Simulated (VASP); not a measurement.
The system is I.

```
I
1.0
     3.62750   -2.39750    0.00000
     3.62750    2.39750    0.00000
     0.00000    0.00000    9.78000
I
4
Direct
  0.85000 0.15000 0.11700
  0.65000 0.35000 0.61700
  0.15000 0.85000 0.88300
  0.35000 0.65000 0.38300
```

Base run:

* Program: VASP 6.6.1
* Functional: PBEsol
* Potentials or basis: VASP PAW PBE potentials, release 64 (I)
* Cutoff: 520 eV
* k mesh: 6 × 6 × 3
* Occupations: fermi-dirac, width 0.03 eV
* Spin: no spin polarisation

Its results: band gap on the k mesh 1.22 eV, indirect (least direct gap 1.33 eV); pressure -0.3 GPa; largest force 0.551 eV/Å.

After a change of settings the same cell gave: band gap on the k mesh 1.27 eV, indirect (least direct gap 1.37 eV); pressure 1.4 GPa; largest force 0.621 eV/Å. Which change was it?
A. functional from PBEsol to PBE
B. further incar settings from ALGO = Normal; EDIFF = 1e-08; NBANDS = 22 to ALGO = Normal; EDIFF = 1e-07; NBANDS = 22
C. functional from PBEsol to r2SCAN
D. functional from PBEsol to LDA; potentials or basis from VASP PAW PBE potentials, release 64 (I) to VASP PAW LDA potentials, release 64 (I)

A.

PBE binds less tightly than PBEsol, so the same cell stands under more pressure.

Caveats: spin-orbit coupling is left out, which moves the levels of the heavy elements; the PAW data sets were made with another functional, which shifts forces and pressure a little (some runs).
